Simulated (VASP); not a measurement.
BPdRu3: single point with PBE

BPdRu3:

```xyz
5
Lattice="3.8518 0.0000 0.0000 0.0000 3.8518 0.0000 0.0000 0.0000 3.8518" Properties=species:S:1:pos:R:3 pbc="T T T"
B     1.9259    1.9259    1.9259
Ru    0.0000    1.9259    1.9259
Ru    1.9259    0.0000    1.9259
Ru    1.9259    1.9259    0.0000
Pd    0.0000    0.0000    0.0000
```

* Program: VASP 6.6.1
* Task: single point
* Functional: PBE
* Potentials or basis: VASP PAW PBE potentials, release 64 (B, Ru_pv, Pd)
* Cutoff: 520 eV
* k mesh: 4 × 4 × 4
* Occupations: gaussian, width 0.1 eV
* Spin: no spin polarisation

| Property | Result |
| --- | --- |
| Pressure | 52.9 GPa |

Levels at points of the mesh, in eV from the Fermi level:
```
           k point  band 24  band 25  band 26  band 27  band 28  band 29  band 30  band 31
(0.00, 0.00, 0.00)    -0.74    -0.17    -0.17     0.70     0.70     0.70     1.30     1.56
(0.50, 0.00, 0.00)    -1.77    -1.17    -1.17    -1.00    -0.62    -0.35     0.65     1.56
(0.50, 0.50, 0.00)    -2.72    -1.71    -1.71    -1.47    -0.92    -0.47     1.75     2.78
(0.50, 0.50, 0.50)    -0.24    -0.24     0.29     0.29     0.29     0.59     0.59     1.16
```

It took 68 s on 1 thread of Intel Xeon 8259CL (shared host), peak memory 0.17 GiB.

Caveat: the k points lie up to 0.41 Å⁻¹ apart.
